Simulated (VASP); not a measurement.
Wanted: the native input for a VASP 6.6.1 run.

```
Task                   : single point
Functional             : PBE
Potentials or basis    : VASP PAW PBE potentials, release 64 (Ca_sv, Cu)
Cutoff                 : 520 eV
k mesh                 : 12 × 12 × 12
Occupations            : gaussian, width 0.1 eV
Spin                   : no spin polarisation
Dipole correction      : no
Further INCAR settings : ALGO = Fast; EDIFF = 1e-06; NBANDS = 30
```

The structure of CaCu3 lies in POSCAR:

```
CaCu3
1.0
    4.0662997736      0.0000000000      0.0000000000
    0.0000000000      4.0662997736      0.0000000000
    0.0000000000      0.0000000000      4.0662997736
Ca Cu
1 3
Direct
    0.0000000000      0.0000000000      0.0000000000
    0.0000000000      0.5000000000      0.5000000000
    0.5000000000      0.0000000000      0.5000000000
    0.5000000000      0.5000000000      0.0000000000
```

One way to write it, as run:

INCAR

```
SYSTEM = CaCu3
ALGO = Fast
EDIFF = 1E-6
ENCUT = 520
GGA = PE
ISIF = 2
ISMEAR = 0
LASPH = .True.
LCHARG = .False.
LREAL = .False.
LWAVE = .False.
NBANDS = 30
NELM = 100
PREC = Accurate
SIGMA = 0.1
```

KPOINTS

```
k-points
0
Gamma
  12 12 12
  0 0 0
```

Potentials or basis: VASP PAW PBE potentials, release 64 (Ca_sv, Cu).

Launch:

```console
$ cat potpaw_PBE.64/Ca_sv/POTCAR potpaw_PBE.64/Cu/POTCAR > POTCAR
$ mpirun -np 1 vasp_std > vasp.out
```

Results of the run:

- Pressure: 0.5 GPa
- Band gap on the k mesh: zero (an odd number of electrons rules out a gap without spin polarisation)

It took 110 s on 1 thread of Intel(R) Xeon(R) 6975P-C (Granite Rapids), on a shared host, peak memory 0.27 GiB.
